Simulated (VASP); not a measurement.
Wanted: the native input for a VASP 6.6.1 run.

| Item | Value |
| --- | --- |
| Task | single point |
| Functional | r2SCAN |
| Potentials or basis | VASP PAW PBE potentials, release 64 (Ti_sv, Sn_d) |
| Cutoff | 550 eV |
| k mesh | 8 × 8 × 6 |
| Occupations | fermi-dirac, width 0.1 eV |
| Spin | no spin polarisation |
| Dipole correction | no |
| Further INCAR settings | ALGO = Normal; EDIFF = 1e-06; NBANDS = 47 |

Crystal: Ti2Sn.

```
Ti Sn
1.0
     4.73190    0.00000    0.00000
    -2.36595    4.09794    0.00000
     0.00000    0.00000    5.62414
Ti Sn
4 2
Direct
  0.33333 0.66667 0.75000
  0.66667 0.33333 0.25000
  0.00000 0.00000 0.00000
  0.00000 0.00000 0.50000
  0.33333 0.66667 0.25000
  0.66667 0.33333 0.75000
```

The input as run:

POSCAR

```
Ti2Sn
1.0
    4.7318980827      0.0000000000      0.0000000000
   -2.3659490413      4.0979439477      0.0000000000
    0.0000000000      0.0000000000      5.6241414800
Ti Sn
4 2
Direct
    0.3333333333      0.6666666667      0.7500000000
    0.6666666667      0.3333333333      0.2500000000
    0.0000000000      0.0000000000      0.0000000000
    0.0000000000      0.0000000000      0.5000000000
    0.3333333333      0.6666666667      0.2500000000
    0.6666666667      0.3333333333      0.7500000000
```

INCAR.step1

```
ALGO = Normal
EDIFF = 1E-5
ENCUT = 550
GGA = PE
GGA_COMPAT = F
ISMEAR = -1
LASPH = T
LCHARG = F
LREAL = F
LWAVE = T
NBANDS = 47
NELM = 120
PREC = Accurate
SIGMA = 0.1
```

INCAR.step2

```
ALGO = Normal
EDIFF = 1E-6
ENCUT = 550
GGA_COMPAT = F
ISIF = 2
ISMEAR = -1
ISTART = 1
LASPH = T
LCHARG = F
LMIXTAU = T
LREAL = F
LWAVE = F
METAGGA = R2SCAN
NBANDS = 47
NELM = 120
PREC = Accurate
SIGMA = 0.1
```

KPOINTS

```
k-points
0
Gamma
  8 8 6
```

Potentials or basis: VASP PAW PBE potentials, release 64 (Ti_sv, Sn_d).

The run is started by

```console
$ cat potpaw_PBE.64/Ti_sv/POTCAR potpaw_PBE.64/Sn_d/POTCAR > POTCAR
$ cp INCAR.step1 INCAR
$ mpirun -np 1 vasp_std > vasp.out
$ cp INCAR.step2 INCAR
$ mpirun -np 1 vasp_std > vasp.out
```

Results of the run:

```
Pressure : 0.3 GPa
```

Caveat: the PAW data sets were made with another functional, which shifts forces and pressure a little.

It took 7 min on 1 thread of Intel(R) Xeon(R) 6975P-C (Granite Rapids), on a shared host, peak memory 0.37 GiB.
